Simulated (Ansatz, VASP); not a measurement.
# One calculation of Ag2O, two programs

The input INCAR:

```
ALGO     = Normal         # electronic algorithm
EDIFF    = 1E-8           # SCF threshold, eV
ENCUT    = 520            # plane-wave cutoff, eV
GGA      = PE             # functional
GGA_COMPAT= F            
ISIF     = 2              # what is computed and relaxed
ISMEAR   = -1             # smearing method
LASPH    = T              # aspherical terms in the spheres
LCHARG   = F              # write CHGCAR
LEFG     = T            
LREAL    = F              # projectors in reciprocal space
LWAVE    = F              # write WAVECAR
NBANDS   = 68             # bands
NELM     = 120            # most SCF steps
PREC     = Accurate       # precision mode
SIGMA    = 0.05           # smearing width, eV
```

File KPOINTS:

```
k-points
0
Gamma
  5 5 5
```

The input POSCAR:

```
Ag2O
1.0
    0.0000000000      4.7306100000      4.7306100000
    4.7306100000      0.0000000000      4.7306100000
    4.7306100000      4.7306100000      0.0000000000
Ag O
8 4
Direct
    0.3750000000      0.3750000000      0.3750000000
    0.8750000000      0.8750000000      0.8750000000
    0.8750000000      0.3750000000      0.3750000000
    0.3750000000      0.8750000000      0.8750000000
    0.3750000000      0.3750000000      0.8750000000
    0.8750000000      0.8750000000      0.3750000000
    0.3750000000      0.8750000000      0.3750000000
    0.8750000000      0.3750000000      0.8750000000
    0.0000000000      0.0000000000      0.0000000000
    0.5000000000      0.5000000000      0.5000000000
    0.2500000000      0.2500000000      0.2500000000
    0.7500000000      0.7500000000      0.7500000000
```

Input for Ansatz:

```yaml
crystal:
  lattice:
    - [0.0, 4.73061, 4.73061]
    - [4.73061, 0.0, 4.73061]
    - [4.73061, 4.73061, 0.0]
  atoms:
    - { symbol: Ag, position: [0.375, 0.375, 0.375] }
    - { symbol: Ag, position: [0.875, 0.875, 0.875] }
    - { symbol: Ag, position: [0.875, 0.375, 0.375] }
    - { symbol: Ag, position: [0.375, 0.875, 0.875] }
    - { symbol: Ag, position: [0.375, 0.375, 0.875] }
    - { symbol: Ag, position: [0.875, 0.875, 0.375] }
    - { symbol: Ag, position: [0.375, 0.875, 0.375] }
    - { symbol: Ag, position: [0.875, 0.375, 0.875] }
    - { symbol: O, position: [0.0, 0.0, 0.0] }
    - { symbol: O, position: [0.5, 0.5, 0.5] }
    - { symbol: O, position: [0.25, 0.25, 0.25] }
    - { symbol: O, position: [0.75, 0.75, 0.75] }
kpoints:
  mp_grid: { grid: [5, 5, 5] }
scf:
  occupations: { method: fermi_dirac, width: 0.05 }
hamiltonian:
  xc: pbe
  pseudopotentials: { kind: paw }
output:
  forces: true
  efg: { quadrupole_moments_barn: { O: -0.02558 }, contact_densities: true }
  core_levels:
    shells: { O: "1s", Ag: "3d" }
    counted_from: fermi_level
    add_spin: always
```

Alike in both runs: task electric field gradients; functional PBE; k mesh 5 × 5 × 5; occupations fermi-dirac, width 0.05 eV; no spin polarisation.

|  | VASP | Ansatz |
| --- | --- | --- |
| version | VASP 6.6.1 | Ansatz 0.2.0 |
| potentials or method | VASP PAW PBE potentials, release 64 (Ag, O) | plane-wave PAW, scalar-relativistic |
| plane-wave cutoff (eV) | 520 | 420 |
| valence electrons in the cell | 112 | 176 |

```tsv
	VASP	Ansatz	Ansatz less VASP
size of Vzz on the site where it differs most (V/Å²)	177.8	155.1	-22.73
```

VASP's potentials hold 112 valence electrons a cell and Ansatz's 176, so a difference there can come from the potentials and not from the codes.
